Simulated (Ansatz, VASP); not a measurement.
## NiO in VASP and in Ansatz

The input INCAR:

```
SYSTEM = NiO
ALGO = Normal ; EDIFF = 1E-6
ENCUT = 600 ; GGA = PS
GGA_COMPAT = .False. ; ISIF = 2
ISMEAR = -1 ; ISPIN = 2
LASPH = .True. ; LCHARG = .False.
LDAU = .True. ; LDAUJ = 0 0
LDAUL = 2 -1 ; LDAUPRINT = 1
LDAUTYPE = 2 ; LDAUU = 6.2 0
LMAXMIX = 4 ; LORBIT = 11
LREAL = .False. ; LWAVE = .False.
MAGMOM = 2 0 ; NBANDS = 23
NELM = 200 ; PREC = Accurate
SIGMA = 0.02
```

KPOINTS

```
k-points
0
Gamma
  8 8 8
  0 0 0
```

POSCAR

```
NiO
1.0
    0.0000000000      2.0842000000      2.0842000000
    2.0842000000      0.0000000000      2.0842000000
    2.0842000000      2.0842000000      0.0000000000
Ni O
1 1
Direct
    0.5000000000      0.5000000000      0.5000000000
    0.0000000000      0.0000000000      0.0000000000
```

Input for Ansatz:

```yaml
crystal:
  lattice:
    - [0.0, 2.0842, 2.0842]
    - [2.0842, 0.0, 2.0842]
    - [2.0842, 2.0842, 0.0]
  atoms:
    - { symbol: Ni, position: [0.5, 0.5, 0.5], spin: 2.0 }
    - { symbol: O, position: [0.0, 0.0, 0.0] }
magnetization:
  spin_polarized: true
hamiltonian:
  xc: pbesol
  pseudopotentials: { kind: paw }
  hubbard: { sites: [{ species: Ni, l: d, u_eff: 6.2 }] }
basis:
  ecutwfc: 420
kpoints:
  mp_grid: { grid: [8, 8, 8] }
scf:
  occupations: { method: fermi_dirac, width: 0.02 }
  lower_state_search: "off"
output:
  forces: true
  stress: true
  write_density: true
  write_potential: true
  elf: true
  volumetric_format: npy
```

Alike in both runs: task single point; functional PBEsol; k mesh 8 × 8 × 8; occupations fermi-dirac, width 0.02 eV; collinear spin; Hubbard terms Ni d U = 6.2 eV.

```csv
,VASP,Ansatz
version,VASP 6.6.1,Ansatz 0.2.0
potentials or method,"VASP PAW PBE potentials, release 64 (Ni_sv_GW, O), cutoff 600 eV","PAW, plane waves, scalar-relativistic"
valence electrons in the cell,24,24
```

|  | VASP | Ansatz | Ansatz less VASP |
| --- | --- | --- | --- |
| gap on the k mesh at the Fermi level (eV) | 2.26 | 1.98 | -0.279 |
| pressure (GPa) | 0.4 | 4.8 | +4.47 |
| net moment per atom (μB) | 1.00 | 1.00 | 0.000 |
| size of the moment on the site where the two differ most (μB) | 1.78 | 1.71 | -0.070 |

VASP's potentials were made for PBE, not for PBEsol. Site moments also hang on the region over which each program counts them. The programs project onto different local orbitals, so the same U acts differently, and such runs can settle in different states.
